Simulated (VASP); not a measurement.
# Nb: electric field gradients with LDA

The system is Nb.

```
CELL_PARAMETERS angstrom
0.00000 2.07182 2.07182
2.07182 0.00000 2.07182
2.07182 2.07182 0.00000
ATOMIC_POSITIONS crystal
Nb 0.00000 0.00000 0.00000
```

This cell differs from its parent crystal: volume scaled by 0.94.

```yaml
Program: VASP 6.6.1
Task: electric field gradients
Functional: LDA
Potentials_or_basis: VASP PAW LDA potentials, release 64 (Nb_sv)
Cutoff: 520 eV
k_mesh: 13 × 13 × 13
Occupations: fermi-dirac, width 0.03 eV
Spin: no spin polarisation
Dipole_correction: no
Further_INCAR_settings: ALGO = Normal; EDIFF = 1e-08; NBANDS = 12
```

```
Pressure : -0.3 GPa
```

Levels at points of the mesh, in eV from the Fermi level:
```tsv
k point	band 4	band 5	band 6	band 7	band 8	band 9
(0.00, 0.00, 0.00)	-29.86	-6.31	0.05	0.05	0.05	2.83
```

It took 8 s on 1 thread of Intel(R) Xeon(R) 6975P-C (Granite Rapids), with other jobs on the host, peak memory 0.13 GiB.

Caveat: without QUAD_EFG the Cq values of the log hold for a quadrupole moment of 1 mb, not for the nuclei.
